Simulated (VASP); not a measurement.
Input of a VASP 6.6.1 run:

INCAR

```
SYSTEM = Ir
ALGO = Normal
EDIFF = 1E-7
ENCUT = 520
GGA = PE
ISIF = 2
ISMEAR = 0
LASPH = .TRUE.
LCHARG = .TRUE.
LELF = .TRUE.
LREAL = .FALSE.
LVHAR = .TRUE.
LWAVE = .FALSE.
NBANDS = 16
NELM = 80
PREC = Accurate
SIGMA = 0.15
```

Contents of KPOINTS:

```
k-points
0
G
  18 18 10
  0 0 0
```

The input POSCAR:

```
Ir
1.0
    2.8302000000      0.0000000000      0.0000000000
   -1.4151000000      2.4510250978      0.0000000000
    0.0000000000      0.0000000000      4.8092000000
Ir
2
Direct
    0.6666666667      0.3333333333      0.7500000000
    0.3333333333      0.6666666667      0.2500000000
```

Potentials or basis: VASP PAW PBE potentials, release 64 (Ir).

Run with:

```bash
$ cat potpaw_PBE.64/Ir/POTCAR > POTCAR
$ mpirun -np 1 vasp_std > vasp.out
```

Q: What does it give for the pressure?

A: -32.1 GPa.

Q: Estimate the band gap on the k mesh.

A: Zero (bands 9 and 10 overlap by 2.73 eV).

Stress tensor (GPa, compression positive):
```
-29.25   0.00   0.00
  0.00 -29.25   0.00
  0.00   0.00 -37.71
```

Caveat: the stress differs along the axes, from -38 to -29 GPa; spin-orbit coupling is left out, which moves the levels of the heavy elements.
